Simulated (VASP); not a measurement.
Input of a VASP 6.6.1 run:

The input INCAR:

```
  PREC = Accurate
  ENCUT = 520
  EDIFF = 1E-8
  ISMEAR = -1
  SIGMA = 0.01
  LREAL = False
  LASPH = True
  NELM = 80
  ALGO = Normal
  ISIF = 2
  LWAVE = False
  LCHARG = False
  LEFG = True
  NBANDS = 15
```

File KPOINTS:

```
Automatic mesh
0
Gamma
  7 7 7
```

POSCAR

```
BaS
1.0
    0.0000000000      3.2149012787      3.2149012787
    3.2149012787      0.0000000000      3.2149012787
    3.2149012787      3.2149012787      0.0000000000
Ba S
1 1
Direct
    0.0000000000      0.0000000000      0.0000000000
    0.5000000000      0.5000000000      0.5000000000
```

Potentials or basis: VASP PAW LDA potentials, release 64 (Ba_sv, S).

Run with:

```bash
$ cat potpaw_LDA.64/Ba_sv/POTCAR potpaw_LDA.64/S/POTCAR > POTCAR
$ mpirun -np 1 vasp_std > vasp.out
```

Task: Estimate the band gap on the k mesh.

Result: 2.00 eV, indirect (least direct gap 2.15 eV).

Task: Predict the pressure.

Result: -2.6 GPa.

Caveat: without QUAD_EFG the Cq values of the log hold for a quadrupole moment of 1 mb, not for the nuclei; spin-orbit coupling is left out, which moves the levels of the heavy elements. A k mesh can miss the band edges.
